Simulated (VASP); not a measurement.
Set up this calculation in VASP 6.6.1, as the native input.

| Property | Result |
| --- | --- |
| Task | relaxation of cell and atoms |
| Functional | BLYP |
| Potentials or basis | VASP PAW PBE potentials, release 64 (B) |
| Cutoff | 600 eV |
| k mesh | 18 × 18 × 18 |
| Occupations | fermi-dirac, width 0.1 eV |
| Spin | no spin polarisation |
| Dipole correction | no |
| Further INCAR settings | ALGO = Normal; EDIFF = 1e-07; IBRION = 2; EDIFFG = -0.01; NSW = 80; ISIF = 3 |

The structure of B lies in POSCAR:

```
B
1.0
    0.0000000000      1.4853449006      1.4853449006
    1.4853449006      0.0000000000      1.4853449006
    1.4853449006      1.4853449006      0.0000000000
B
1
Direct
    0.0000000000      0.0000000000      0.0000000000
```

The input as run:

INCAR

```
SYSTEM = B
PREC = Accurate ; ENCUT = 600
EDIFF = 1E-7 ; ISMEAR = -1
SIGMA = 0.1 ; LREAL = .False.
LASPH = .True. ; NELM = 100
ALGO = Normal ; ISIF = 3
LWAVE = .False. ; LCHARG = .False.
GGA = B5 ; ALDAX = 1.0
AGGAX = 1.0 ; AGGAC = 1.0
ALDAC = 0.0 ; IBRION = 2
NSW = 80 ; EDIFFG = -0.01
```

KPOINTS

```
Automatic mesh
0
Gamma
  18 18 18
  0 0 0
```

Potentials or basis: VASP PAW PBE potentials, release 64 (B).

Run with:

```sh
$ cat potpaw_PBE.64/B/POTCAR > POTCAR
$ mpirun -np 1 vasp_std > vasp.out
```

It gave:

| Item | Value |
| --- | --- |
| Relaxed volume | 6.07 Å³/atom |
| Relaxed cell | a = 2.048 Å, b = 2.048 Å, c = 2.048 Å, α = 60.00°, β = 60.00°, γ = 60.00° |
| Space group after relaxing (to 0.05 Å) | Fm-3m (No. 225) |
| Energy gained by relaxing | 24.8 meV/atom |
| Ionic steps | 3 |
| Pressure after relaxing | 0.0 GPa |

Caveat: the PAW data sets were made with another functional, which shifts forces and pressure a little.

Wall time 15 s on 1 thread of Intel(R) Xeon(R) Platinum 8259CL CPU @ 2.50GHz (Skylake/Cascade Lake), on a shared host, peak memory 0.12 GiB.
